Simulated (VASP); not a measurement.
A run of VASP 6.6.1 is set up as follows.

INCAR

```
  PREC = Accurate
  ENCUT = 600
  EDIFF = 1E-6
  ISMEAR = 0
  SIGMA = 0.15
  LREAL = False
  LASPH = True
  NELM = 120
  ALGO = Normal
  ISIF = 2
  LWAVE = False
  LCHARG = False
  GGA = PS
  NBANDS = 14
  GGA_COMPAT = False
```

Contents of KPOINTS:

```
regular mesh
0
Gamma
  22 22 22
```

File POSCAR:

```
HfN
1.0
    0.0000000000      2.2507757579      2.3633145458
    2.2507757579      0.0000000000      2.3633145458
    2.2507757579      2.2507757579      0.0000000000
Hf N
1 1
Direct
    0.0000000000      0.0000000000      0.0000000000
    0.5000000000      0.5000000000      0.5000000000
```

Potentials or basis: VASP PAW PBE potentials, release 64 (Hf_pv, N).

Command:

```bash
$ cat potpaw_PBE.64/Hf_pv/POTCAR potpaw_PBE.64/N/POTCAR > POTCAR
$ mpirun -np 1 vasp_std > vasp.out
```

Question: Predict the pressure.

Answer: -13.3 GPa.

Stress tensor (GPa, compression positive):
```
 -7.21   0.00   0.00
  0.00  -7.21   0.00
  0.00   0.00 -25.55
```

Caveat: the cell differs from its parent crystal (strain +0.000 along x and y, +0.050 along z); the PAW data sets were made with another functional, which shifts forces and pressure a little.
